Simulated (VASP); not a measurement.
# BaTiO3 (R3m) in VASP: a series of runs

BaTiO3 is run at these levels: PBE; tasks: relaxation of shape and atoms at fixed volume, single point.

Program: VASP 6.6.1. These are calculated values, not measurements. Logs are shortened: lines on timing, memory, paths and dates and some standing lists are left out, and cuts for length are marked.

## (1) The cell of the first run

The structure is trigonal, space group R3m (No. 160). Conventional cell: a = 5.832 Å, b = 5.832 Å, c = 7.223 Å, α = 90.00°, β = 90.00°, γ = 120.00°. Ba (site symmetry 3m) has 12 O at 2.82 to 3.06 Å and 8 Ti at 3.50 to 3.72 Å within 3.8 Å. Ti (site symmetry 3m) has 6 O at 1.88 to 2.28 Å within 2.5 Å. Within 2.5 Å of O (site symmetry m) lie 2 Ti at 1.88 to 2.28 Å.

## (2) Relaxation of shape and atoms at fixed volume, PBE (14.18 Å³/atom)

INCAR

```
PREC     = Accurate       # precision mode
ENCUT    = 600            # plane-wave cutoff, eV
EDIFF    = 1E-7           # SCF threshold, eV
ISMEAR   = 0              # smearing method
SIGMA    = 0.02           # smearing width, eV
LREAL    = F              # projectors in reciprocal space
LASPH    = T              # aspherical terms in the spheres
NELM     = 100            # most SCF steps
ALGO     = Normal         # electronic algorithm
ISIF     = 4              # what is computed and relaxed
LWAVE    = F              # write WAVECAR
LCHARG   = F              # write CHGCAR
GGA      = PE             # functional
IBRION   = 2              # ionic algorithm
NSW      = 50             # ionic steps
EDIFFG   = -0.01          # ionic threshold
```

KPOINTS

```
Automatic mesh
0
Gamma
  6 6 6
```

POSCAR

```
BaTiO3
1.0
    2.9159449083      1.6835215778      2.4076760131
   -2.9159449083      1.6835215778      2.4076760131
    0.0000000000     -3.3670431555      2.4076760131
Ba Ti O
1 1 3
Direct
    0.0073516732      0.0073516732      0.0073516732
    0.5225498396      0.5225498396      0.5225498396
    0.4874226965      0.4874226965      0.9739531443
    0.4874226965      0.9739531443      0.4874226965
    0.9739531443      0.4874226965      0.4874226965
```

Potentials or basis: VASP PAW PBE potentials, release 64 (Ba_sv, Ti_sv, O).

The run is started by

```sh
$ cat potpaw_PBE.64/Ba_sv/POTCAR potpaw_PBE.64/Ti_sv/POTCAR potpaw_PBE.64/O/POTCAR > POTCAR
$ mpirun -np 1 vasp_std > vasp.out
```

OUTCAR:

```text
PREC = Accurate
   ENCUT = 600
   EDIFF = 1E-7
   ISMEAR = 0
   LREAL = F
   LASPH = T
   NELM = 100
   ISIF = 4
   GGA = PE
   IBRION = 2
   NSW = 50
   EDIFFG = -0.01

 ion  position               nearest neighbor table
   1  0.007  0.007  0.007-   4 2.82   5 2.82   3 2.82   3 2.92   3 2.92   4 2.92   5 2.92   5 2.92
                             4 2.92   5 3.06   4 3.06   3 3.06   2 3.50   2 3.54   2 3.54   2 3.54
   2  0.523  0.523  0.523-   3 1.88   4 1.88   5 1.88   3 2.28   4 2.28   5 2.28   1 3.50   1 3.54
                             1 3.54   1 3.54   1 3.61   1 3.61   1 3.61   1 3.72
   3  0.487  0.487  0.974-   2 1.88   2 2.28   1 2.82   1 2.92   1 2.92   1 3.06
   4  0.487  0.974  0.487-   2 1.88   2 2.28   1 2.82   1 2.92   1 2.92   1 3.06
   5  0.974  0.487  0.487-   2 1.88   2 2.28   1 2.82   1 2.92   1 2.92   1 3.06

  LATTYP: Found a trigonal (rhomboedric) cell.
 ALAT       =     4.1393095312
 COS(alpha) =     0.0074947387

  Lattice vectors:

 A1 = (   2.9159449083,   1.6835215778,   2.4076760131)
 A2 = (  -2.9159449083,   1.6835215778,   2.4076760131)
 A3 = (   0.0000000000,  -3.3670431555,   2.4076760131)

Analysis of symmetry for initial positions (statically):
=====================================================================
 Subroutine PRICEL returns:
 Original cell was already a primitive cell.

 Routine SETGRP: Setting up the symmetry group for a
 trigonal (rhombohedral) supercell.

 Subroutine GETGRP returns: Found  6 space group operations
 (whereof  6 operations were pure point group operations)
 out of a pool of 12 trial point group operations.

The static configuration has the point symmetry C_3v.

Analysis of symmetry for dynamics (positions and initial velocities):
=====================================================================
 Subroutine PRICEL returns:
 Original cell was already a primitive cell.

 Routine SETGRP: Setting up the symmetry group for a
 trigonal (rhombohedral) supercell.

 Subroutine GETGRP returns: Found  6 space group operations
 (whereof  6 operations were pure point group operations)
 out of a pool of 12 trial point group operations.

The dynamic configuration has the point symmetry C_3v.

 Subroutine INISYM returns: Found  6 space group operations
 (whereof  6 operations are pure point group operations),
 and found     1 'primitive' translations

----------------------------------------------------------------------------------------

                                     Primitive cell

  volume of cell :      70.9165

  direct lattice vectors                    reciprocal lattice vectors
     2.915944908  1.683521578  2.407676013     0.171471004  0.098998830  0.138446091
    -2.915944908  1.683521578  2.407676013    -0.171471004  0.098998830  0.138446091
     0.000000000 -3.367043156  2.407676013     0.000000000 -0.197997660  0.138446091

  length of vectors
     4.139309531  4.139309531  4.139309531     0.241599656  0.241599656  0.241599656

  position of ions in fractional coordinates (direct lattice)
     0.007351673  0.007351673  0.007351673
     0.522549840  0.522549840  0.522549840
     0.487422696  0.487422696  0.973953144
     0.487422696  0.973953144  0.487422696
     0.973953144  0.487422696  0.487422696

  ion indices of the primitive-cell ions
   primitive index   ion index
                 1           1
                 2           2
                 3           3
                 4           4
                 5           5

----------------------------------------------------------------------------------------

 KPOINTS: Automatic mesh

Automatic generation of k-mesh.
 Grid dimensions read from file:
 generate k-points for:    6    6    6

 Generating k-lattice:

  Cartesian coordinates                     Fractional coordinates (reciprocal lattice)
     0.028578501  0.016499805  0.023074349     0.166666667  0.000000000  0.000000000
    -0.028578501  0.016499805  0.023074349     0.000000000  0.166666667  0.000000000
     0.000000000 -0.032999610  0.023074349     0.000000000  0.000000000  0.166666667

  Length of vectors
     0.040266609  0.040266609  0.040266609

  Shift w.r.t. Gamma in fractional coordinates (k-lattice)
     0.000000000  0.000000000  0.000000000

 Subroutine IBZKPT returns following result:
 ===========================================

 Found     32 irreducible k-points:

 Following reciprocal coordinates:
            Coordinates               Weight
  0.000000  0.000000  0.000000      1.000000
  0.166667  0.000000  0.000000      6.000000
  0.333333  0.000000  0.000000      6.000000
  0.500000  0.000000  0.000000      3.000000
  0.166667  0.166667  0.000000      6.000000
  0.333333  0.166667  0.000000     12.000000
[... 16 lines left out ...]
  0.500000  0.500000  0.166667      6.000000
 -0.333333  0.500000  0.166667     12.000000
 [... further k-points ...]
   k-points           NKPTS =     32   k-points in BZ     NKDIM =     32   number of bands    NBANDS=     24
   number of dos      NEDOS =    301   number of ions     NIONS =      5
   total plane-waves  NPLWV =  46656
   dimension x,y,z NGX =    36 NGY =   36 NGZ =   36
   dimension x,y,z NGXF=    72 NGYF=   72 NGZF=   72
   ions per type =               1   1   3
   NGX,Y,Z   is equivalent  to a cutoff of  14.46, 14.46, 14.46 a.u.
   NGXF,Y,Z  is equivalent  to a cutoff of  28.92, 28.92, 28.92 a.u.
 SYSTEM =  unknown system
   PREC   = accura    normal or accurate (medium, high low for compatibility)
   ISTART =      0    job   : 0-new  1-cont  2-samecut
   ICHARG =      2    charge: 1-file 2-atom 10-const
   ISPIN  =      1    spin polarized calculation?
   LNONCOLLINEAR =      F non collinear calculations
   LSORBIT =      F    spin-orbit coupling
   LASPH  =      T    aspherical Exc in radial PAW
   ENCUT  =  600.0 eV  44.10 Ry    6.64 a.u.   8.27  8.27  8.27*2*pi/ulx,y,z
   NELM   =    100;   NELMIN=  2; NELMDL= -5     # of ELM steps
   EDIFF  = 0.1E-06   stopping-criterion for ELM
   LREAL  =      F    real-space projection
   EDIFFG = -.1E-01   stopping-criterion for IOM
   NSW    =     50    number of steps for IOM
   IBRION =      2    ionic relax: 0-MD 1-quasi-New 2-CG
   NFREE  =      1    steps in history (QN), initial steepest desc. (CG)
   ISIF   =      4    stress and relaxation
   ISYM   =      2    0-nonsym 1-usesym 2-fastsym
   POTIM  = 0.5000    time-step for ionic-motion
   TEBEG  =    0.0;   TEEND  =   0.0 temperature during run
   PSTRESS=    0.0 pullay stress
   NELECT =      40.0000    total number of electrons
   NUPDOWN=      -1.0000    fix difference up-down
   EMIN   =  10.00;   EMAX   =-10.00  energy-range for DOS
   EFERMI =   0.00;   METHOD = LEGACY
   ISMEAR =     0;   SIGMA  =   0.02  broadening in eV -4-tet -1-fermi 0-gaus
   EFERMI_NEDOS =   21; number of points for ismear=-14 and -15
   IALGO  =     38    algorithm
   IMIX   =      4    mixing-type and parameters
     AMIX     =   0.40;   BMIX     =  1.00
     AMIX_MAG =   1.60;   BMIX_MAG =  1.00
  volume/ion in A,a.u.               =      14.18        95.71
  Fermi-wavevector in a.u.,A,eV,Ry     =   1.352630  2.556100 24.893332  1.829608
  Thomas-Fermi vector in A             =   2.479953
   LORBIT       =      0    0 simple, 1 ext, 2 COOP (PROOUT), +10 PAW based schemes
   GGA     = PE    functional components
   LHFCALC =     F    Hartree Fock is set to
   AEXX    =    0.0000 exact exchange contribution
   IVDW    =     0    specifies the selected vdW correction
   LEPSILON=     F    determine dielectric tensor
   LRPA    =     F    only Hartree local field effects (RPA)
 conjugate gradient relaxation of ions
 non-spin polarized calculation
 Gauss-broadening in eV      SIGMA  =   0.02
  energy-cutoff  :      600.00
  volume of cell :       70.92
 maximum number of plane-waves:      2381
 NGX is ok and might be reduce to    36
   NGX = 17   NGY = 17   NGZ = 17

--------------------------------------- Ionic step        1  -------------------------------------------

 number of electron      39.9999992 magnetization

 Free energy of the ion-electron system (eV)
  ---------------------------------------------------
  ext. energy  EPLUGINS =         0.00000000
  ---------------------------------------------------
  free energy    TOTEN  =       -40.02437293 eV

  energy without entropy =      -40.02437293  energy(sigma->0) =      -40.02437293

------------------------ aborting loop because EDIFF is reached ----------------------------------------

  FORCE on cell =-STRESS in cart. coord.  units (eV):
  Direction    XX          YY          ZZ          XY          YZ          ZX
  --------------------------------------------------------------------------------------
  -------------------------------------------------------------------------------------
  Total       -2.3326382     -2.3326382     -2.1164614     -0.0000000     -0.0000000      0.0000000
  in kB      -52.7000072    -52.7000072    -47.8160428     -0.0000000     -0.0000000      0.0000000
  external PRESSURE =     -51.0720190 kB  Pullay stress =       0.0000000 kB
[... 219 lines left out ...]
  energy  without entropy=      -40.0305344034  energy(sigma->0) =      -40.03053440

--------------------------------------- Ionic step        7  -------------------------------------------

 number of electron      39.9999993 magnetization

 Free energy of the ion-electron system (eV)
  ---------------------------------------------------
  ext. energy  EPLUGINS =         0.00000000
  ---------------------------------------------------
  free energy    TOTEN  =       -40.03055889 eV

  energy without entropy =      -40.03055889  energy(sigma->0) =      -40.03055889

 E-fermi :   3.0549     XC(G=0): -10.6888

 val. band max:        2.9750214102   @ k =   0.5000   0.5000   0.5000
 cond. band min:       5.7987553788   @ k =   0.1667   0.0000   0.0000
 fundamental gap:      2.8237339686
 Fermi energy:         3.0549097503

 k-point     1 :       0.0000    0.0000    0.0000
  band No.  band energies     occupation
      1     -53.2753      2.00000
      2     -29.5434      2.00000
      3     -29.5313      2.00000
      4     -29.5313      2.00000
      5     -22.0857      2.00000
      6     -13.5597      2.00000
[... 637 lines left out ...]
     23       7.0039      0.00000
     24       8.4087      0.00000

 [... further k-points ...]

------------------------ aborting loop because EDIFF is reached ----------------------------------------

  FORCE on cell =-STRESS in cart. coord.  units (eV):
  Direction    XX          YY          ZZ          XY          YZ          ZX
  --------------------------------------------------------------------------------------
  -------------------------------------------------------------------------------------
  Total       -1.7050354     -1.7050354     -1.6977996     -0.0000000     -0.0000000     -0.0000000
  in kB      -38.5209230    -38.5209230    -38.3574482     -0.0000000     -0.0000000     -0.0000000
  external PRESSURE =     -38.4664314 kB  Pullay stress =       0.0000000 kB
[... 20 lines left out ...]
  FREE ENERGIE OF THE ION-ELECTRON SYSTEM (eV)
  ---------------------------------------------------
  free  energy   TOTEN  =       -40.0305588892 eV

  energy  without entropy=      -40.0305588892  energy(sigma->0) =      -40.03055889

 reached required accuracy - stopping structural energy minimisation
```

It took 92 s on 1 thread of Intel Xeon 6975P-C (Granite Rapids), shared host; peak memory 0.25 GiB.

What came out:

| Item | Value |
| --- | --- |
| Free energy | -40.0306 eV |
| Energy gained by relaxing | 1.2 meV/atom |
| Ionic steps | 7 |
| Pressure after relaxing | -3.8 GPa |
| Largest force after relaxing | 0.007 eV/Å |
| Band gap on the k mesh | 2.82 eV (least direct gap 3.40 eV) |

Forces in eV/Å, atoms in the order of the input:
```
Ba   0.000  0.000  0.007
Ti   0.000  0.000 -0.006
O    0.000  0.000  0.000
O    0.000  0.000  0.000
O    0.000  0.000  0.000
```

Step by step:
```tsv
step	energy change (eV)	largest force (eV/Å)	pressure (GPa)	volume (Å³)
1	0.0000	0.2826	-5.11	70.92
2	-0.0061	0.0279	-3.96	70.92
3	-0.0061	0.0194	-3.91	70.92
4	-0.0061	0.0192	-3.92	70.92
5	-0.0061	0.0162	-3.91	70.92
6	-0.0062	0.0127	-3.88	70.92
7	-0.0062	0.0070	-3.85	70.92
```

Final structure:
```xyz
5
Lattice="2.9135 1.6821 2.4117 -2.9135 1.6821 2.4117 0.0000 -3.3643 2.4117" Properties=species:S:1:pos:R:3 pbc="T T T"
Ba    0.0000    0.0000    0.0561
Ti    0.0000    0.0000    3.7965
O     0.0000   -1.6277    4.6936
O    -1.4097    0.8139    4.6936
O     1.4097    0.8139    4.6936
```

Levels at points of the mesh, in eV from the valence-band top:
| k point | band 17 | band 18 | band 19 | band 20 | band 21 | band 22 | band 23 | band 24 |
| --- | --- | --- | --- | --- | --- | --- | --- | --- |
| (0.00, 0.00, 0.00) | -0.88 | -0.86 | -0.71 | -0.71 | 2.86 | 2.86 | 3.04 | 4.53 |
| (0.50, 0.00, 0.00) | -1.52 | -1.40 | -1.14 | -0.93 | 2.98 | 3.69 | 3.89 | 4.50 |
| (0.50, 0.50, 0.00) | -1.53 | -0.94 | -0.82 | -0.09 | 3.77 | 3.84 | 4.09 | 4.73 |
| (0.50, 0.50, 0.50) | -2.29 | -0.05 | -0.05 | 0.00 | 3.99 | 4.31 | 4.31 | 6.11 |

Caveat: spin-orbit coupling is left out, which moves the levels of the heavy elements.

## (3) Relaxation of shape and atoms at fixed volume, PBE (14.72 Å³/atom)

This run uses another cell than the first one, of 14.72 Å³/atom.

INCAR

```
ALGO = Normal
EDIFF = 1E-6
EDIFFG = -0.01
ENCUT = 600
GGA = PE
IBRION = 2
ISIF = 4
ISMEAR = 0
LASPH = True
LCHARG = False
LREAL = False
LWAVE = False
NELM = 80
NSW = 50
PREC = Accurate
SIGMA = 0.02
```

KPOINTS

```
k-points
0
Gamma
  6 6 6
```

POSCAR

```
BaTiO3
1.0
    2.9479810042      1.7020176264      2.4445230316
   -2.9479810042      1.7020176264      2.4445230316
    0.0000000000     -3.4040352527      2.4445230316
Ba Ti O
1 1 3
Direct
    0.0097120698      0.0097120698      0.0097120698
    0.5254523658      0.5254523658      0.5254523658
    0.4866275588      0.4866275588      0.9702804968
    0.4866275588      0.9702804968      0.4866275588
    0.9702804968      0.4866275588      0.4866275588
```

Potentials or basis: VASP PAW PBE potentials, release 64 (Ba_sv, Ti_sv, O).

The run is started by

```sh
$ cat potpaw_PBE.64/Ba_sv/POTCAR potpaw_PBE.64/Ti_sv/POTCAR potpaw_PBE.64/O/POTCAR > POTCAR
$ mpirun -np 1 vasp_std > vasp.out
```

It took 82 s on 1 thread of Intel Xeon 6975P-C (Granite Rapids), shared host; peak memory 0.26 GiB.

It converged, with:

```
Free energy                  : -39.9525 eV
Energy gained by relaxing    : 2.5 meV/atom
Ionic steps                  : 6
Pressure after relaxing      : -6.0 GPa
Largest force after relaxing : 0.006 eV/Å
Band gap on the k mesh       : 2.94 eV (least direct gap 3.56 eV)
```

Forces in eV/Å, atoms in the order of the input:
```
Ba   0.000  0.000  0.006
Ti   0.000  0.000  0.002
O    0.000  0.002 -0.002
O    0.002 -0.001 -0.002
O   -0.002 -0.001 -0.002
```

Step by step:
| step | energy change (eV) | largest force (eV/Å) | pressure (GPa) | volume (Å³) |
| --- | --- | --- | --- | --- |
| 1 | 0.0000 | 0.4280 | -7.79 | 73.59 |
| 2 | -0.0121 | 0.0431 | -6.00 | 73.59 |
| 3 | -0.0121 | 0.0420 | -6.05 | 73.59 |
| 4 | -0.0123 | 0.0358 | -6.04 | 73.59 |
| 5 | -0.0125 | 0.0234 | -5.99 | 73.59 |
| 6 | -0.0125 | 0.0055 | -5.99 | 73.59 |

Final structure:
```xyz
5
Lattice="2.9436 1.6995 2.4517 -2.9436 1.6995 2.4517 0.0000 -3.3990 2.4517" Properties=species:S:1:pos:R:3 pbc="T T T"
Ba    0.0000    0.0000    0.0823
Ti    0.0000    0.0000    3.8855
O     0.0000   -1.6329    4.7545
O    -1.4141    0.8165    4.7545
O     1.4141    0.8165    4.7545
```

Levels at points of the mesh, in eV from the valence-band top:
```tsv
k point	band 17	band 18	band 19	band 20	band 21	band 22	band 23	band 24
(0.00, 0.00, 0.00)	-0.97	-0.81	-0.81	-0.81	3.06	3.06	3.25	4.60
(0.50, 0.00, 0.00)	-1.49	-1.34	-1.19	-0.94	3.16	3.70	3.95	4.58
(0.50, 0.50, 0.00)	-1.49	-0.94	-0.79	-0.09	3.76	3.88	4.10	4.69
(0.50, 0.50, 0.50)	-2.25	-0.07	-0.07	0.00	3.91	4.29	4.29	5.96
```

Caveat: spin-orbit coupling is left out, which moves the levels of the heavy elements. A k mesh can miss the band edges.

## (4) Single point, PBE, collinear spin

This run uses another cell than the first one, of 13.38 Å³/atom.

INCAR

```
PREC = Accurate
ENCUT = 520
EDIFF = 1E-7
ISMEAR = 0
SIGMA = 0.1
LREAL = F
LASPH = T
NELM = 150
ALGO = Normal
ISIF = 2
LWAVE = F
LCHARG = T
ISPIN = 2
MAGMOM = 0 1 0 0 0
LORBIT = 11
LMAXMIX = 4
GGA = PE
LELF = T
LVHAR = T
NBANDS = 32
```

KPOINTS

```
regular mesh
0
Gamma
  6 6 6
```

POSCAR

```
BaTiO3
1.0
    2.8628964670      1.6528940476      2.3563485111
   -2.8628964670      1.6528940476      2.3563485111
    0.0000000000     -3.3057880900      2.3563485146
Ba Ti O
1 1 3
Direct
    0.0050105865      0.0050105865      0.0050105865
    0.5191677358      0.5191677358      0.5191677358
    0.4883657726      0.4883657726      0.9777901826
    0.4883657726      0.9777901826      0.4883657726
    0.9777901826      0.4883657726      0.4883657726
```

The run is started by

```sh
$ cat potpaw_PBE.64/Ba_sv/POTCAR potpaw_PBE.64/Ti_sv/POTCAR potpaw_PBE.64/O/POTCAR > POTCAR
$ mpirun -np 1 vasp_std > vasp.out
```

It took 62 s on 1 thread of Intel Xeon 6975P-C (Granite Rapids), shared host; peak memory 0.25 GiB.

The run converged. Its results:

```
Free energy                                           : -40.0548 eV
Pressure                                              : 1.6 GPa
Largest force                                         : 0.086 eV/Å
Band gap on the k mesh                                : 2.58 eV (least direct gap 3.12 eV)
Net moment                                            : 0.00 μB per cell
Valence electrons inside the program's atomic spheres : Ba 7.96; Ti 10.28; O 5.02
```

Forces in eV/Å, atoms in the order of the input:
```
Ba   0.000  0.000 -0.047
Ti   0.000  0.000 -0.086
O    0.000 -0.031  0.044
O   -0.027  0.016  0.044
O    0.027  0.016  0.044
```

Stress tensor (GPa, compression positive):
```
1.63 0.00 0.00
0.00 1.63 0.00
0.00 0.00 1.52
```

Levels at points of the mesh, in eV from the valence-band top:
Spin up:
| k point | band 16 | band 17 | band 18 | band 19 | band 20 | band 21 | band 22 | band 23 | band 24 | band 25 |
| --- | --- | --- | --- | --- | --- | --- | --- | --- | --- | --- |
| (0.00, 0.00, 0.00) | -1.35 | -0.99 | -0.69 | -0.54 | -0.54 | 2.58 | 2.58 | 2.76 | 4.49 | 4.49 |
| (0.50, 0.00, 0.00) | -2.01 | -1.64 | -1.52 | -1.05 | -0.88 | 2.74 | 3.72 | 3.87 | 4.45 | 5.90 |
| (0.50, 0.50, 0.00) | -2.58 | -1.58 | -0.92 | -0.84 | -0.09 | 3.81 | 3.83 | 4.13 | 4.88 | 7.48 |
| (0.50, 0.50, 0.50) | -2.38 | -2.32 | -0.03 | -0.03 | 0.00 | 4.16 | 4.38 | 4.38 | 6.39 | 6.39 |
Spin down:
```csv
k point,band 16,band 17,band 18,band 19,band 20,band 21,band 22,band 23,band 24,band 25
"(0.00, 0.00, 0.00)",-1.35,-0.99,-0.69,-0.54,-0.54,2.58,2.58,2.76,4.49,4.49
"(0.50, 0.00, 0.00)",-2.01,-1.64,-1.52,-1.05,-0.88,2.74,3.72,3.87,4.45,5.90
"(0.50, 0.50, 0.00)",-2.58,-1.58,-0.92,-0.84,-0.09,3.81,3.83,4.13,4.88,7.48
"(0.50, 0.50, 0.50)",-2.38,-2.32,-0.03,-0.03,0.00,4.16,4.38,4.38,6.39,6.39
```

Caveat: spin-orbit coupling is left out, which moves the levels of the heavy elements.

[end of part 1 of 2]
